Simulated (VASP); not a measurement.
Runs of VASP 6.6.1 on SnTe. The structure is that of space group Pm-3m (No. 221), or close to it. The cells are those of the table. 

```csv
task,level,potentials or basis,spin,cell,k mesh,cutoff (eV),smearing,grid for exact exchange (PRECFOCK),share of exact exchange,screening parameter,gap on the mesh (eV),pressure (GPa),relaxed volume (Å³/atom)
single point,PBE,"VASP PAW PBE potentials, release 64 (Te, Sn_d)",off,"a = 3.905 Å, 2 atoms",7 × 7 × 7,500,gaussian 0.026 eV,-,-,-,none,-1.2,-
single point,HSE06,"VASP PAW PBE potentials, release 64 (Te, Sn_d)",off,"a = 3.931 Å, 2 atoms",4 × 4 × 4,520,fermi-dirac 0.05 eV,Normal,0.25,0.2079 1/Å,none,-1.1,-
single point,LDA,"VASP PAW LDA potentials, release 64 (Te, Sn_d)","non-collinear, zero start, SOC","a = 3.905 Å, 2 atoms",5 × 5 × 5,520,fermi-dirac 0.05 eV,-,-,-,-,-4.0,-
relaxation of cell and atoms,PBEsol,"VASP PAW PBE potentials, release 64 (Te, Sn_d)",off,"relaxed from a = 3.905 Å, 2 atoms",7 × 7 × 7,600,fermi-dirac 0.05 eV,-,-,-,none,0.0,27.11
single point,PBE0,"VASP PAW PBE potentials, release 64 (Te, Sn_d)",off,"a = 3.905 Å, 2 atoms",4 × 4 × 4,520,fermi-dirac 0.05 eV,Normal,0.25,-,none,(b),-
single point,PBE0,"VASP PAW PBE potentials, release 64 (Te, Sn_d)",off,"a = 3.888 Å, 2 atoms",4 × 4 × 4,520,fermi-dirac 0.05 eV,Normal,0.25,-,none,(a),-
single point,HSE06,"VASP PAW PBE potentials, release 64 (Te, Sn_d)",off,"a = 3.956 Å, 2 atoms",4 × 4 × 4,520,fermi-dirac 0.05 eV,Normal,0.25,0.2079 1/Å,none,-1.6,-
single point,PBE,"VASP PAW PBE potentials, release 64 (Te, Sn_d)",off,"a = 3.905 Å, 2 atoms",7 × 7 × 7,500,gaussian 0.025 eV,-,-,-,none,-1.1,-
relaxation of cell and atoms,PBEsol-based screened hybrid with 25 % exact exchange,"VASP PAW PBE potentials, release 64 (Te, Sn_d)",off,"relaxed from a = 3.905 Å, 2 atoms",4 × 4 × 4,600,fermi-dirac 0.05 eV,Normal,0.25,0.207 1/Å,none,0.0,27.69
single point,PBEsol,"VASP PAW PBE potentials, release 64 (Te, Sn_d)",off,"a = 3.784 Å, 2 atoms",7 × 7 × 7,520,fermi-dirac 0.05 eV,-,-,-,none,0.0,-
single point,HSE06,"VASP PAW PBE potentials, release 64 (Te, Sn_d)",off,"a = 3.905 Å, 2 atoms",4 × 4 × 4,520,fermi-dirac 0.05 eV,Normal,0.25,0.2079 1/Å,none,-0.9,-
single point,PBEsol,"VASP PAW PBE potentials, release 64 (Te, Sn_d)",off,"a = 3.905 Å, 2 atoms",7 × 7 × 7,520,fermi-dirac 0.05 eV,-,-,-,none,-3.8,-
```

**Question.** Fill in the values left out.

**Answer.** (a) -0.3; (b) -1.0.

Caveats: some runs use coarse meshes; spin-orbit coupling is left out, which moves the levels of the heavy elements (at least some runs); the PAW data sets were made with another functional, which shifts forces and pressure a little (at least some runs); the cell stands under tension (at least some runs).

A k mesh can miss the band edges, and rows without SOC leave out spin-orbit coupling on Sn, Te.

A gap of «none» marks levels without a gap at the run's occupations.
